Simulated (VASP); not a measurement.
## Tl: single point with PBEsol

Tl:

```
Tl
1.0
     3.46367    0.00000    0.00000
    -1.73183    2.99963    0.00000
     0.00000    0.00000    5.53726
Tl
2
Direct
  0.33333 0.66667 0.25000
  0.66667 0.33333 0.75000
```

```yaml
Program: VASP 6.6.1
Task: single point
Functional: PBEsol
Potentials_or_basis: VASP PAW PBE potentials, release 64 (Tl_d)
Cutoff: 520 eV
k_mesh: 8 × 8 × 5
Occupations: fermi-dirac, width 0.02 eV
Spin: no spin polarisation
Dipole_correction: no
Further_INCAR_settings: ALGO = Normal; EDIFF = 1e-07; NBANDS = 20
```

* Pressure: 0.0 GPa
* Band gap on the k mesh: zero (band 13 reaches 8.39 eV, above the bottom of band 14 at 4.55 eV)

Stress tensor (GPa, compression positive):
```
-0.46  0.00  0.00
 0.00 -0.46  0.00
 0.00  0.00  0.81
```

Levels at points of the mesh, in eV from the Fermi level:
| k point | band 10 | band 11 | band 12 | band 13 | band 14 | band 15 | band 16 | band 17 |
| --- | --- | --- | --- | --- | --- | --- | --- | --- |
| (0.00, 0.00, 0.00) | -11.05 | -10.06 | -5.15 | -2.86 | 7.90 | 7.90 | 9.97 | 9.97 |
| (0.50, 0.00, 0.00) | -11.00 | -5.81 | -4.73 | -0.76 | 0.45 | 1.31 | 3.75 | 3.82 |

Wall time 49 s on 1 thread of AMD EPYC 7R13, with other jobs on the host, peak memory 0.15 GiB.

Caveat: the PAW data sets were made with another functional, which shifts forces and pressure a little; spin-orbit coupling is left out, which moves the levels of the heavy elements.
